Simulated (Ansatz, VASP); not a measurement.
**SiGeO4 in VASP and in Ansatz**

```
Si Ge O
1.0
     0.00000    3.90301    3.90301
     3.90301    0.00000    3.90301
     3.90301    3.90301    0.00000
Si Ge O
1 1 4
Direct
  0.75000 0.75000 0.75000
  0.50000 0.50000 0.50000
  0.11202 0.62933 0.62933
  0.62933 0.11202 0.62933
  0.62933 0.62933 0.11202
  0.62933 0.62933 0.62933
```

Alike in both runs: functional PBE; k mesh 6 × 6 × 6; occupations gaussian, width 0.02 eV; no spin polarisation.

Ansatz relaxed the structure, and its values are those at the end. VASP's run is a single point on that final structure, the one shown.

```csv
,VASP,Ansatz
version,VASP 6.6.1,Ansatz 0.2.0
potentials or method,"VASP PAW PBE potentials, release 64 (Si, Ge_d, O), cutoff 520 eV","scalar-relativistic, plane waves, PAW"
valence electrons in the cell,42,42
```

```tsv
	VASP	Ansatz	Ansatz less VASP
gap on the k mesh at the Fermi level (eV)	3.66	3.66	+0.008
least direct gap on the mesh (eV)	3.66	3.67	+0.008
pressure (GPa)	-3.7	-3.5	+0.22
rms of the force components (eV/Å)	0.038	0.000	-0.0381
```

With one functional, cell and mesh, what is left measures potentials, basis and numerics. Ansatz's warnings: stress scf threshold loose.
